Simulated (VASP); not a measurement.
Set up this calculation in VASP 6.6.1, as the native input.

```yaml
Task: single point
Functional: PBEsol
Potentials_or_basis: VASP PAW PBE potentials, release 64 (Pb_d, O)
Cutoff: 520 eV
k_mesh: 8 × 8 × 12
Occupations: gaussian, width 0.1 eV
Spin: no spin polarisation
Dipole_correction: no
Further_INCAR_settings: ALGO = Normal; EDIFF = 1e-06; NBANDS = 35
```

The structure of PbO2 lies in POSCAR:

```
PbO2
1.0
    4.4117216649      0.0000000000      0.0000000000
    0.0000000000      4.4117216649      0.0000000000
    0.0000000000      0.0000000000      3.4036999947
Pb O
2 4
Direct
    0.0000000000      0.0000000000      0.0000000000
    0.5000000000      0.5000000000      0.5000000000
    0.3115570807      0.3115570807      0.0000000000
    0.1884429193      0.8115570807      0.5000000000
    0.6884429193      0.6884429193      0.0000000000
    0.8115570807      0.1884429193      0.5000000000
```

The input as run:

INCAR

```
  PREC = Accurate
  ENCUT = 520
  EDIFF = 1E-6
  ISMEAR = 0
  SIGMA = 0.1
  LREAL = False
  LASPH = True
  NELM = 80
  ALGO = Normal
  ISIF = 2
  LWAVE = False
  LCHARG = False
  GGA = PS
  NBANDS = 35
```

KPOINTS

```
regular mesh
0
Gamma
  8 8 12
```

Potentials or basis: VASP PAW PBE potentials, release 64 (Pb_d, O).

Run with:

```bash
$ cat potpaw_PBE.64/Pb_d/POTCAR potpaw_PBE.64/O/POTCAR > POTCAR
$ mpirun -np 1 vasp_std > vasp.out
```

Results of the run:

```
Pressure               : 60.5 GPa
Largest force          : 0.012 eV/Å
Band gap on the k mesh : 0.15 eV (least direct gap 0.95 eV)
```

Caveat: the cell stands under pressure; the PAW data sets were made with another functional, which shifts forces and pressure a little; spin-orbit coupling is left out, which moves the levels of the heavy elements.

Wall time 6.8 min on 1 thread of Intel Xeon 8259CL, with other jobs on the host, peak memory 0.32 GiB.
